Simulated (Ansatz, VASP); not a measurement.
## Rb2YbSn2 in VASP and in Ansatz

Contents of POSCAR:

```
Rb2YbSn2
1.0
    0.0000000000      5.2387320000      0.0000000000
    5.2387320000      0.0000000000      0.0000000000
    2.6193660000      2.6193660000     -5.9969750000
Rb Yb Sn
2 1 2
Direct
    0.7500000000      0.2500000000      0.5000000000
    0.2500000000      0.7500000000      0.5000000000
    0.0000000000      0.0000000000      0.0000000000
    0.3750000000      0.3750000000      0.2500000000
    0.6250000000      0.6250000000      0.7500000000
```

The input INCAR.step1:

```
SYSTEM = Rb2YbSn2
ALGO = Normal ; EDIFF = 1E-4
ENCUT = 520 ; GGA = PE
ISMEAR = -1 ; LASPH = .True.
LCHARG = .False. ; LREAL = .False.
LWAVE = .True. ; NBANDS = 43
NELM = 60 ; PREC = Accurate
SIGMA = 0.1
```

Contents of INCAR.step2:

```
SYSTEM = Rb2YbSn2
ALGO = Normal ; EDIFF = 1E-6
ENCUT = 520 ; ISIF = 2
ISMEAR = -1 ; ISTART = 1
LASPH = .True. ; LCHARG = .False.
LMIXTAU = .True. ; LREAL = .False.
LWAVE = .False. ; METAGGA = R2SCAN
NBANDS = 43 ; NELM = 60
PREC = Accurate ; SIGMA = 0.1
```

Contents of KPOINTS:

```
k-points
0
Gamma
  4 4 4
  0 0 0
```

Input for Ansatz:

```yaml
crystal:
  lattice:
    - [0.0, 5.238732, 0.0]
    - [5.238732, 0.0, 0.0]
    - [2.619366, 2.619366, -5.996975]
  atoms:
    - { symbol: Rb, position: [0.75, 0.25, 0.5] }
    - { symbol: Rb, position: [0.25, 0.75, 0.5] }
    - { symbol: Yb, position: [0.0, 0.0, 0.0] }
    - { symbol: Sn, position: [0.375, 0.375, 0.25] }
    - { symbol: Sn, position: [0.625, 0.625, 0.75] }
  symmetry: { tolerance: 0.0003 }
kpoints:
  mp_grid: { grid: [4, 4, 4], shift: [0, 0, 0] }
magnetization:
  spin_polarized: false
scf:
  occupations: { method: fermi_dirac }
  initial_density: { chi_scale: 0.3 }
  convergence: { dr2_threshold: 1.0e-06 }
hamiltonian:
  pseudopotentials: { kind: paw }
  xc: r2scan
basis:
  ecutwfc: "800 eV"
output:
  forces: true
  stress: true
  eigenvalues: true
```

Alike in both runs: task single point; functional r2SCAN; k mesh 4 × 4 × 4; no spin polarisation.

|  | VASP | Ansatz |
| --- | --- | --- |
| version | VASP 6.6.1 | Ansatz 0.2.0 |
| potentials or method | VASP PAW PBE potentials, release 64 (Rb_sv, Yb, Sn_d), cutoff 520 eV | PAW plane waves |
| occupations | fermi-dirac, width 0.1 eV | fermi-dirac |
| valence electrons in the cell | 70 | 70 |

|  | VASP | Ansatz | Ansatz less VASP |
| --- | --- | --- | --- |
| gap on the k mesh at the Fermi level (eV) | none | none | - |
| pressure (GPa) | 9.7 | 10.0 | +0.25 |
| traceless stress, the component that is largest in VASP (GPa) | -2.27 | -2.29 | -0.016 |
| rms of the force components (eV/Å) | 1.436 | 1.430 | -0.0055 |

VASP's potentials were made for PBE, not for r2SCAN. Atom by atom the forces differ by 0.006 eV/Å (rms over components). A gap of «none» marks a metal or a gap that the smearing closes. Ansatz's warnings: force scf threshold loose, stress scf threshold loose.

Neither program's run includes spin-orbit coupling.
